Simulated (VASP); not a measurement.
A run of VASP 6.6.1 is set up as follows.

INCAR

```
SYSTEM = Sr3Zn
  PREC = Accurate
  ENCUT = 520
  EDIFF = 1E-6
  ISMEAR = -1
  SIGMA = 0.05
  LREAL = .FALSE.
  LASPH = .TRUE.
  NELM = 80
  ALGO = Normal
  ISIF = 2
  LWAVE = .FALSE.
  LCHARG = .FALSE.
  GGA = PE
  NBANDS = 29
```

The input KPOINTS:

```
regular mesh
0
G
  4 4 4
  0 0 0
```

The input POSCAR:

```
Sr3Zn
1.0
    5.5162320510      0.0000000000      0.0000000000
    0.0000000000      5.5162320510      0.0000000000
    0.0000000000      0.0000000000      5.5162320510
Sr Zn
3 1
Direct
    0.5000000000      0.0000000000      0.5000000000
    0.5000000000      0.5000000000      0.0000000000
    0.0000000000      0.5000000000      0.5000000000
    0.0000000000      0.0000000000      0.0000000000
```

Potentials or basis: VASP PAW PBE potentials, release 64 (Sr_sv, Zn).

Launch:

```bash
$ cat potpaw_PBE.64/Sr_sv/POTCAR potpaw_PBE.64/Zn/POTCAR > POTCAR
$ mpirun -np 1 vasp_std > vasp.out
```

(1) Estimate the band gap on the k mesh.

(2) Predict the pressure.

## Answers

(1) zero (bands 21 and 22 overlap by 0.53 eV).

(2) -0.3 GPa.
